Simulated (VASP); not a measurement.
# GaAs3 (P3m1) in VASP: a series of runs, part 2 of 3

VASP 6.6.1. Earlier steps stand in the parts before.

## Step 3: Single point, PBE

This run uses another cell than the first one, of 22.94 Å³/atom, 1.003 times its volume.

Contents of INCAR:

```
SYSTEM = GaAs3
ALGO     = Normal         ! electronic algorithm
EDIFF    = 1E-6           ! SCF threshold, eV
ENCUT    = 520            ! plane-wave cutoff, eV
GGA      = PE             ! functional
ISIF     = 2              ! what is computed and relaxed
ISMEAR   = 0              ! smearing method
LASPH    = .TRUE.         ! aspherical terms in the spheres
LCHARG   = .TRUE.         ! write CHGCAR
LELF     = .TRUE.         ! ELF
LREAL    = .FALSE.        ! projectors in reciprocal space
LVHAR    = .TRUE.       
LWAVE    = .FALSE.        ! write WAVECAR
NBANDS   = 38             ! bands
NELM     = 80             ! most SCF steps
PREC     = Accurate       ! precision mode
SIGMA    = 0.2            ! smearing width, eV
```

Contents of KPOINTS:

```
k-points
0
G
  6 6 2
  0 0 0
```

Contents of POSCAR:

```
GaAs3
1.0
    3.9682876327      0.0000000000      0.0000000000
   -1.9841438164      3.4366378995      0.0000000000
    0.0000000000      0.0000000000     13.4545242857
Ga As
2 6
Direct
    0.3333333333      0.6666666667      0.0843581878
    0.6666666667      0.3333333333      0.3343826819
    0.3333333333      0.6666666667      0.2724786949
    0.6666666667      0.3333333333      0.5229672702
    1.0000000000      0.0000000000      0.0155285626
    1.0000000000      0.0000000000      0.6108337103
    0.3333333333      0.6666666667      0.7624019752
    0.6666666667      0.3333333333      0.8550489171
```

Potentials or basis: VASP PAW PBE potentials, release 64 (Ga_d, As).

Command:

```bash
> cat potpaw_PBE.64/Ga_d/POTCAR potpaw_PBE.64/As/POTCAR > POTCAR
> mpirun -np 1 vasp_std > vasp.out
```

OUTCAR:

```text
SYSTEM = GaAs3
   EDIFF = 1E-6
   ENCUT = 520
   GGA = PE
   ISIF = 2
   ISMEAR = 0
   LASPH = .TRUE.
   LREAL = .FALSE.
   NELM = 80
   PREC = Accurate

 ion  position               nearest neighbor table
   1  0.333  0.667  0.084-   5 2.47   5 2.47   5 2.47   3 2.53
   2  0.667  0.333  0.334-   3 2.44   3 2.44   3 2.44   4 2.54
   3  0.333  0.667  0.272-   2 2.44   2 2.44   2 2.44   1 2.53
   4  0.667  0.333  0.523-   2 2.54   6 2.58   6 2.58   6 2.58
   5  0.000  0.000  0.016-   1 2.47   1 2.47   1 2.47
   6  0.000  0.000  0.611-   4 2.58   4 2.58   4 2.58
   7  0.333  0.667  0.762-   8 2.61   8 2.61   8 2.61
   8  0.667  0.333  0.855-   7 2.61   7 2.61   7 2.61

  LATTYP: Found a hexagonal cell.
 ALAT       =     3.9682876327
 C/A-ratio  =     3.3905113568

  Lattice vectors:

 A1 = (   3.9682876327,   0.0000000000,   0.0000000000)
 A2 = (  -1.9841438164,   3.4366378995,   0.0000000000)
 A3 = (   0.0000000000,   0.0000000000,  13.4545242857)

Analysis of symmetry for initial positions (statically):
=====================================================================
 Subroutine PRICEL returns:
 Original cell was already a primitive cell.

 Routine SETGRP: Setting up the symmetry group for a
 hexagonal supercell.

 Subroutine GETGRP returns: Found  6 space group operations
 (whereof  6 operations were pure point group operations)
 out of a pool of 24 trial point group operations.

The static configuration has the point symmetry C_3v.

Analysis of symmetry for dynamics (positions and initial velocities):
=====================================================================
 Subroutine PRICEL returns:
[... 128 lines left out ...]
   IMIX   =      4    mixing-type and parameters
     AMIX     =   0.40;   BMIX     =  1.00
     AMIX_MAG =   1.60;   BMIX_MAG =  1.00
  volume/ion in A,a.u.               =      22.94       154.78
  Fermi-wavevector in a.u.,A,eV,Ry     =   1.102222  2.082898 16.529628  1.214893
  Thomas-Fermi vector in A             =   2.238662
   LORBIT       =      0    0 simple, 1 ext, 2 COOP (PROOUT), +10 PAW based schemes
   GGA     = PE    functional components
   LHFCALC =     F    Hartree Fock is set to
   AEXX    =    0.0000 exact exchange contribution
   IVDW    =     0    specifies the selected vdW correction
   LEPSILON=     F    determine dielectric tensor
   LRPA    =     F    only Hartree local field effects (RPA)
 non-spin polarized calculation
 Gauss-broadening in eV      SIGMA  =   0.20
  energy-cutoff  :      520.00
  volume of cell :      183.49
 maximum number of plane-waves:      5001
 NGX is ok and might be reduce to    30
   NGX = 15   NGY = 15   NGZ = 51

 number of electron      56.0000007 magnetization

 Free energy of the ion-electron system (eV)
  ---------------------------------------------------
  ext. energy  EPLUGINS =         0.00000000
  ---------------------------------------------------
  free energy    TOTEN  =       -34.51057337 eV

  energy without entropy =      -34.49684879  energy(sigma->0) =      -34.50371108

 E-fermi :   4.3222     XC(G=0):  -9.6298

 val. band max:        4.1288728929   @ k =   0.1667   0.0000   0.5000
 cond. band min:       4.3647070027   @ k =   0.5000   0.0000   0.0000
 fundamental gap:      0.2358341098
 Fermi energy:         4.3222213447

 k-point     1 :       0.0000    0.0000    0.0000
  band No.  band energies     occupation
      1     -10.9628      2.00000
      2     -10.8877      2.00000
      3     -10.8877      2.00000
      4     -10.8296      2.00000
      5     -10.8296      2.00000
      6     -10.3662      2.00000
[... 563 lines left out ...]
     37       9.3630      0.00000
     38      10.0063      0.00000

------------------------ aborting loop because EDIFF is reached ----------------------------------------

  FORCE on cell =-STRESS in cart. coord.  units (eV):
  Direction    XX          YY          ZZ          XY          YZ          ZX
  --------------------------------------------------------------------------------------
  -------------------------------------------------------------------------------------
  Total        0.0593077      0.0593077      0.0316290     -0.0000000      0.0000000     -0.0000000
  in kB        0.5178646      0.5178646      0.2761795     -0.0000000      0.0000000     -0.0000000
  external PRESSURE =       0.4373029 kB  Pullay stress =       0.0000000 kB

 VOLUME and BASIS-vectors are now :
 -----------------------------------------------------------------------------
  energy-cutoff  :      520.00
  volume of cell :      183.49
      direct lattice vectors                 reciprocal lattice vectors
     3.968287633  0.000000000  0.000000000     0.251997862  0.145491034  0.000000000
    -1.984143816  3.436637899  0.000000000     0.000000000  0.290982067  0.000000000
     0.000000000  0.000000000 13.454524286     0.000000000  0.000000000  0.074324441

 POSITION                                       TOTAL-FORCE (eV/Angst)
 -----------------------------------------------------------------------------------
     -0.00000      2.29109      1.13500        -0.000000     -0.000000     -0.051979
      1.98414      1.14555      4.49896         0.000000     -0.000000      0.006593
     -0.00000      2.29109      3.66607        -0.000000     -0.000000     -0.014548
      1.98414      1.14555      7.03628        -0.000000     -0.000000     -0.047880
      0.00000      0.00000      0.20893        -0.000000     -0.000000      0.113021
      0.00000      0.00000      8.21848        -0.000000     -0.000000      0.118998
     -0.00000      2.29109     10.25776        -0.000000     -0.000000     -0.104239
      1.98414      1.14555     11.50428        -0.000000      0.000000     -0.019967
 -----------------------------------------------------------------------------------
    total drift:                               -0.000003      0.000001      0.000245

  FREE ENERGIE OF THE ION-ELECTRON SYSTEM (eV)
  ---------------------------------------------------
  free  energy   TOTEN  =       -34.5105733655 eV

  energy  without entropy=      -34.4968487882  energy(sigma->0) =      -34.50371108
```

OSZICAR:

```text
N       E                     dE             d eps       ncg     rms          rms(c)
DAV:   1     0.430732464648E+03    0.43073E+03   -0.24046E+04  1130   0.171E+03
DAV:   2     0.270561704402E+02   -0.40368E+03   -0.38824E+03  1198   0.454E+02
DAV:   3    -0.321233321347E+02   -0.59180E+02   -0.57785E+02  1256   0.132E+02
DAV:   4    -0.350538971340E+02   -0.29306E+01   -0.29047E+01  1384   0.303E+01
DAV:   5    -0.351110022934E+02   -0.57105E-01   -0.56973E-01  1252   0.421E+00    0.589E+00
DAV:   6    -0.345303160081E+02    0.58069E+00   -0.19042E+00  1550   0.119E+01    0.352E+00
DAV:   7    -0.345135067041E+02    0.16809E-01   -0.78024E-01  1226   0.397E+00    0.171E+00
DAV:   8    -0.345098267978E+02    0.36799E-02   -0.11238E-01  1354   0.190E+00    0.536E-01
DAV:   9    -0.345098629117E+02   -0.36114E-04   -0.14749E-02  1322   0.617E-01    0.127E-01
DAV:  10    -0.345102729870E+02   -0.41008E-03   -0.27358E-03  1304   0.304E-01    0.944E-02
DAV:  11    -0.345104298767E+02   -0.15689E-03   -0.23245E-04  1364   0.713E-02    0.574E-02
DAV:  12    -0.345105656107E+02   -0.13573E-03   -0.14840E-04  1256   0.509E-02    0.104E-02
DAV:  13    -0.345105719004E+02   -0.62897E-05   -0.14646E-05  1222   0.190E-02    0.438E-03
DAV:  14    -0.345105730833E+02   -0.11829E-05   -0.34217E-06  1176   0.788E-03    0.207E-03
DAV:  15    -0.345105733655E+02   -0.28221E-06   -0.57313E-07   814   0.385E-03
   1 F= -.34510573E+02 E0= -.34503711E+02  d E =-.137246E-01
```

It took 62 s on 1 thread of Intel Xeon 6975P-C (Granite Rapids), shared host; peak memory 0.31 GiB.

What came out:

* Free energy: -34.5106 eV
* Pressure: 0.0 GPa
* Largest force: 0.119 eV/Å
* Band gap on the k mesh: 0.24 eV, indirect (least direct gap 0.66 eV)

Forces in eV/Å, atoms in the order of the input:
```
Ga   0.000  0.000 -0.052
Ga   0.000  0.000  0.007
As   0.000  0.000 -0.015
As   0.000  0.000 -0.048
As   0.000  0.000  0.113
As   0.000  0.000  0.119
As   0.000  0.000 -0.104
As   0.000  0.000 -0.020
```

Levels at points of the mesh, in eV from the valence-band top:
| k point | band 24 | band 25 | band 26 | band 27 | band 28 | band 29 | band 30 | band 31 | band 32 | band 33 |
| --- | --- | --- | --- | --- | --- | --- | --- | --- | --- | --- |
| (0.00, 0.00, 0.00) | -0.76 | -0.76 | -0.70 | -0.01 | -0.01 | 0.66 | 0.96 | 0.96 | 1.29 | 1.77 |
| (0.50, 0.00, 0.00) | -2.64 | -2.19 | -1.80 | -1.17 | -0.66 | 0.24 | 0.99 | 1.61 | 2.06 | 2.42 |
| (0.00, 0.00, 0.50) | -0.75 | -0.75 | -0.65 | -0.05 | -0.05 | 0.70 | 1.03 | 1.03 | 1.30 | 1.77 |
| (0.50, 0.00, 0.50) | -2.29 | -2.10 | -1.84 | -1.42 | -1.25 | 0.79 | 1.71 | 1.82 | 2.13 | 2.19 |

A k mesh can miss the band edges.

(Part 2 of 3 ends here.)
